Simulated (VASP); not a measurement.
Crystal: ZnO.

```xyz
2
Lattice="1.4332 -3.5271 0.0000 1.4332 3.5271 0.0000 0.0000 0.0000 2.8385" Properties=species:S:1:pos:R:3 pbc="T T T"
Zn    0.0000    0.0000    0.0000
O     1.4332    0.0000    1.4192
```

- Program: VASP 6.6.1
- Task: relaxation of cell and atoms
- Functional: PBEsol
- Dispersion: D4
- Potentials or basis: VASP PAW PBE potentials, release 64 (Zn, O)
- Cutoff: 600 eV
- k mesh: 10 × 10 × 9
- Occupations: fermi-dirac, width 0.05 eV
- Spin: no spin polarisation

At the start: pressure -5.3 GPa; volume 14.35 Å³/atom.

Where does the relaxation end?

Over 21 steps the energy falls by 45.9 meV/atom and the volume is 11.26 Å³/atom (-21.5 %); space group Cmmm (No. 65, to 0.05 Å).

The path:
| step | energy change (eV) | largest force (eV/Å) | pressure (GPa) | volume (Å³) |
| --- | --- | --- | --- | --- |
| 1 | 0.0000 | 0.0000 | -5.31 | 28.70 |
| 2 | 0.0015 | 0.0000 | 5.21 | 26.76 |
| 3 | -0.0189 | 0.0000 | -0.59 | 27.72 |
| 4 | -0.0245 | 0.0000 | -0.58 | 27.41 |
| 5 | -0.0412 | 0.0000 | -0.55 | 26.47 |
| 6 | -0.0708 | 0.0000 | 0.13 | 24.59 |
| 7 | -0.0473 | 0.0000 | 5.18 | 20.82 |
| 8 | -0.0806 | 0.0000 | 0.59 | 23.60 |
| 9 | -0.0822 | 0.0000 | 1.69 | 22.59 |
| 10 | -0.0863 | 0.0000 | 0.96 | 22.44 |
| 11 | -0.0880 | 0.0000 | 0.11 | 22.27 |
| 12 | -0.0901 | 0.0000 | 0.23 | 22.30 |
| 13 | -0.0915 | 0.0000 | 0.77 | 22.34 |
| 14 | -0.0915 | 0.0000 | 0.77 | 22.33 |
| 15 | -0.0917 | 0.0000 | 0.00 | 22.44 |
| 16 | -0.0917 | 0.0000 | 0.02 | 22.43 |
| 17 | -0.0917 | 0.0000 | 0.12 | 22.43 |
| 18 | -0.0917 | 0.0000 | 0.03 | 22.44 |
| 19 | -0.0918 | 0.0000 | -0.02 | 22.47 |
| 20 | -0.0918 | 0.0000 | -0.09 | 22.52 |
| 21 | -0.0918 | 0.0000 | 0.02 | 22.52 |

Final structure:
```
CELL_PARAMETERS angstrom
1.44034 -2.81590 0.00000
1.44034 2.81590 0.00000
0.00000 0.00000 2.77657
ATOMIC_POSITIONS crystal
Zn 0.00000 0.00000 0.00000
O 0.50000 0.50000 0.50000
```

Caveat: the volume moved by over 15 % at a fixed basis, so the end points are rough; the PAW data sets were made with another functional, which shifts forces and pressure a little; pairwise dispersion overbinds metals, which lowers pressure and volume.
